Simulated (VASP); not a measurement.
A run of VASP 6.6.1:

INCAR

```
  ALGO = Normal
  EDIFF = 1E-6
  ENCUT = 520
  GGA = PS
  ISIF = 2
  ISMEAR = 0
  LASPH = True
  LCHARG = True
  LELF = True
  LREAL = False
  LVHAR = True
  LWAVE = False
  NBANDS = 23
  NELM = 100
  PREC = Accurate
  SIGMA = 0.1
```

The input KPOINTS:

```
k-points
0
Gamma
  12 12 8
```

POSCAR

```
SbPd
1.0
    4.0753000000      0.0000000000      0.0000000000
   -2.0376500000      3.5293133280      0.0000000000
    0.0000000000      0.0000000000      5.5910000000
Sb Pd
2 2
Direct
    0.3333333333      0.6666666667      0.2500000000
    0.6666666667      0.3333333333      0.7500000000
    0.0000000000      0.0000000000      0.0000000000
    0.0000000000      0.0000000000      0.5000000000
```

Potentials or basis: VASP PAW PBE potentials, release 64 (Sb, Pd).

Launch:

```bash
$ cat potpaw_PBE.64/Sb/POTCAR potpaw_PBE.64/Pd/POTCAR > POTCAR
$ mpirun -np 1 vasp_std > vasp.out
```

Hardware: 1 thread of AMD EPYC 9R45 96-Core Processor (Zen 5) (shared host).

Q: Estimate the wall time of this run.

A: It took 71 s on 1 thread of AMD EPYC 9R45 96-Core Processor (Zen 5) (shared host), peak memory 0.27 GiB. Counts: scf iterations 14, k points 95.
